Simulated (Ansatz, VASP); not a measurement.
**One calculation of AlH4, two programs**

INCAR

```
SYSTEM = AlH4
ALGO = Normal
EDIFF = 1E-6
ENCUT = 520
GGA = PE
ISIF = 2
ISMEAR = 0
LASPH = .True.
LCHARG = .True.
LELF = .True.
LREAL = .False.
LVHAR = .True.
LWAVE = .False.
NBANDS = 18
NELM = 100
PREC = Accurate
SIGMA = 0.1
```

File KPOINTS:

```
k-points
0
Gamma
  6 6 2
  0 0 0
```

The input POSCAR:

```
AlH4
1.0
    2.5958917975      0.0000000000      0.0000000000
   -0.0105701982      3.6484285132      0.0000000000
   -0.2258443807     -1.5240060914      9.8839724320
Al H
2 8
Direct
    0.8943531519      0.5911368317      0.2640333775
    0.9137247816      0.1534937159      0.7085772436
    0.9073189795      0.4112429200      0.3989797126
    0.4243270568      0.2039989198      0.8288371922
    0.9102725953      0.9024361948      0.0379417745
    0.9139026760      0.6544229453      0.7124440143
    0.3863892417      0.3648236622      0.1593408355
    0.4034077434      0.1040232154      0.5920165942
    0.3975652999      0.9110129780      0.2890693887
    0.8487384739      0.7034086170      0.0087598668
```

Input for Ansatz:

```yaml
crystal:
  lattice:
    - [2.5958917975, 0.0, 0.0]
    - [-0.0105701982, 3.6484285132, 0.0]
    - [-0.2258443807, -1.5240060914, 9.883972432]
  atoms:
    - { symbol: Al, position: [0.8943531519, 0.5911368317, 0.2640333775] }
    - { symbol: Al, position: [0.9137247816, 0.1534937159, 0.7085772436] }
    - { symbol: H, position: [0.9073189795, 0.41124292, 0.3989797126] }
    - { symbol: H, position: [0.4243270568, 0.2039989198, 0.8288371922] }
    - { symbol: H, position: [0.9102725953, 0.9024361948, 0.0379417745] }
    - { symbol: H, position: [0.913902676, 0.6544229453, 0.7124440143] }
    - { symbol: H, position: [0.3863892417, 0.3648236622, 0.1593408355] }
    - { symbol: H, position: [0.4034077434, 0.1040232154, 0.5920165942] }
    - { symbol: H, position: [0.3975652999, 0.911012978, 0.2890693887] }
    - { symbol: H, position: [0.8487384739, 0.703408617, 0.0087598668] }
basis:
  ecutwfc: 420
kpoints:
  mp_grid: { grid: [6, 6, 2] }
hamiltonian:
  xc: pbe
scf:
  occupations: { method: gaussian, width: 0.1 }
  lower_state_search: "off"
output:
  forces: true
  stress: true
  eigenvalues: true
```

Change from the starting cell: the structure that the rattled cell fell into.

Alike in both runs: task single point; functional PBE; k mesh 6 × 6 × 2; occupations gaussian, width 0.1 eV; no spin polarisation.

```csv
,VASP,Ansatz
version,VASP 6.6.1,Ansatz 0.2.0
potentials or method,"VASP PAW PBE potentials, release 64 (Al, H), cutoff 520 eV","scalar-relativistic, plane waves, PAW"
valence electrons in the cell,14,14
```

Ansatz gave:

* gap on the k mesh at the Fermi level (eV): 1.37
* least direct gap on the mesh (eV): 2.06
* pressure (GPa): 0.2
* traceless stress, the component that is largest in VASP (GPa): 0.28
* rms of the force components (eV/Å): 0.042

Q: What did VASP give for the same quantities?

A: gap on the k mesh at the Fermi level (eV): 1.35; least direct gap on the mesh (eV): 2.05; pressure (GPa): 0.0; traceless stress, the component that is largest in VASP (GPa): 0.30; rms of the force components (eV/Å): 0.042.

Atom by atom the forces differ by 0.003 eV/Å (rms over components).
